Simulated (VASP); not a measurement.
Rb3Al:

```
CELL_PARAMETERS angstrom
5.13029 0.00000 0.00000
0.00000 5.13029 0.00000
0.00000 0.00000 5.13029
ATOMIC_POSITIONS crystal
Rb 0.00000 0.50000 0.50000
Rb 0.50000 0.00000 0.50000
Rb 0.50000 0.50000 0.00000
Al 0.00000 0.00000 0.00000
```

| Quantity | Value |
| --- | --- |
| Program | VASP 6.6.1 |
| Task | relaxation of cell and atoms |
| Functional | PBE |
| Potentials or basis | VASP PAW PBE potentials, release 64 (Rb_sv, Al) |
| Cutoff | 600 eV |
| k mesh | 4 × 4 × 4 |
| Occupations | gaussian, width 0.1 eV |
| Spin | no spin polarisation |

At the start: pressure 7.7 GPa; volume 33.76 Å³/atom.

Question: Where does the relaxation end?

Answer: Over 5 steps the energy falls by 359.3 meV/atom and the volume is 56.52 Å³/atom (+67.4 %); space group Pm-3m (No. 221, to 0.1 Å) before and after.

Step by step:
| step | energy change (eV) | largest force (eV/Å) | pressure (GPa) | volume (Å³) |
| --- | --- | --- | --- | --- |
| 1 | 0.0000 | 0.0000 | 7.65 | 135.03 |
| 2 | -1.0358 | 0.0000 | 2.82 | 169.06 |
| 3 | -1.3844 | 0.0000 | 0.77 | 202.47 |
| 4 | -1.4341 | 0.0000 | 0.16 | 220.22 |
| 5 | -1.4372 | 0.0000 | 0.01 | 226.07 |

Final structure:
```
Rb Al
1.0
     6.09185    0.00000    0.00000
     0.00000    6.09185    0.00000
     0.00000    0.00000    6.09185
Rb Al
3 1
Direct
  0.00000 0.50000 0.50000
  0.50000 0.00000 0.50000
  0.50000 0.50000 0.00000
  0.00000 0.00000 0.00000
```

Caveat: the volume moved by over 15 % at a fixed basis, so the end points are rough.
